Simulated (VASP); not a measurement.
Runs of VASP 6.6.1 on SnSe. The structure is that of space group Fm-3m (No. 225), or close to it. The cells are those of the table. 

| task | level | spin | cell | k mesh | cutoff (eV) | grid for exact exchange (PRECFOCK) | share of exact exchange | screening parameter | gap on the mesh (eV) | pressure (GPa) | relaxed volume (Å³/atom) |
| --- | --- | --- | --- | --- | --- | --- | --- | --- | --- | --- | --- |
| relaxation of cell and atoms | PBEsol+D3(BJ) | off | relaxed from a = 4.257 Å, angles 60.0°, 2 atoms | 8 × 8 × 8 | 600 | - | - | - | 0.74 | 0.0 | (c) |
| relaxation of cell and atoms | HSE06 | off | relaxed from a = 4.257 Å, angles 60.0°, 2 atoms | 4 × 4 × 4 | 600 | Normal | 0.25 | 0.2079 1/Å | 0.67 | 0.0 | (a) |
| single point | r2SCAN | non-collinear, zero start, SOC | a = 4.257 Å, angles 60.0°, 2 atoms | 6 × 6 × 6 | 520 | - | - | - | - | -0.4 | - |
| relaxation of cell and atoms | RPBE+D3(BJ) | off | relaxed from a = 4.257 Å, angles 60.0°, 2 atoms | 8 × 8 × 8 | 600 | - | - | - | 0.57 | 0.0 | 22.30 |
| single point | HSE06 | off | a = 4.207 Å, angles 60.0°, 2 atoms | 4 × 4 × 4 | 520 | Normal | 0.25 | 0.2079 1/Å | 0.67 | -0.1 | - |
| single point | HSE06 | off | a = 4.285 Å, angles 60.0°, 2 atoms | 6 × 6 × 6 | 520 | Normal | 0.25 | 0.2079 1/Å | (b) | -1.6 | - |

Alike in all rows: potentials or basis VASP PAW PBE potentials, release 64 (Sn_d, Se); smearing fermi-dirac 0.05 eV.

Question: Fill in the values left out.

Answer: (a) 26.30; (b) 0.28; (c) 25.33.

Caveats: some runs use coarse meshes; the PAW data sets were made with another functional, which shifts forces and pressure a little; spin-orbit coupling is left out, which moves the levels of the heavy elements (at least some runs); semilocal functionals underestimate gaps, and a narrow one can read as zero (at least some runs); the volume moved by over 15 % at a fixed basis, so the end points are rough (at least some runs); the dispersion term is far too large for a dense solid, which distorts pressure and volume (at least some runs).

A k mesh can miss the band edges, and rows without SOC leave out spin-orbit coupling on Se, Sn.
